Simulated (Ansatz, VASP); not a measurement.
SrScS2: VASP beside Ansatz

```
CELL_PARAMETERS angstrom
3.96720 0.00000 0.00000
0.00000 4.99914 0.00000
0.00000 0.00000 9.50157
ATOMIC_POSITIONS crystal
Sr 0.25000 0.75000 0.34146
Sr 0.75000 0.25000 0.65854
Sc 0.75000 0.25000 0.07795
Sc 0.25000 0.75000 0.92205
S 0.75000 0.75000 0.09343
S 0.25000 0.25000 0.90657
S 0.75000 0.25000 0.35047
S 0.25000 0.75000 0.64953
```

Alike in both runs: functional PBE; k mesh 4 × 4 × 2; no spin polarisation.

Ansatz relaxed the structure, and its values are those at the end. VASP's run is a single point on that final structure, the one shown.

|  | VASP | Ansatz |
| --- | --- | --- |
| version | VASP 6.6.1 | Ansatz 0.2.0 |
| potentials or method | VASP PAW PBE potentials, release 64 (Sr_sv, Sc_sv, S), cutoff 520 eV | PAW plane waves |
| occupations | fermi-dirac, width 0.1 eV | fermi-dirac |
| valence electrons in the cell | 66 | 66 |

|  | VASP | Ansatz | Ansatz less VASP |
| --- | --- | --- | --- |
| gap on the k mesh at the Fermi level (eV) | none | none | - |
| pressure (GPa) | 0.2 | 0.0 | -0.17 |
| rms of the force components (eV/Å) | 0.003 | 0.001 | -0.0026 |

A gap of «none» marks a metal or a gap that the smearing closes.

The k mesh is coarse, so the values compare programs but aren't converged.
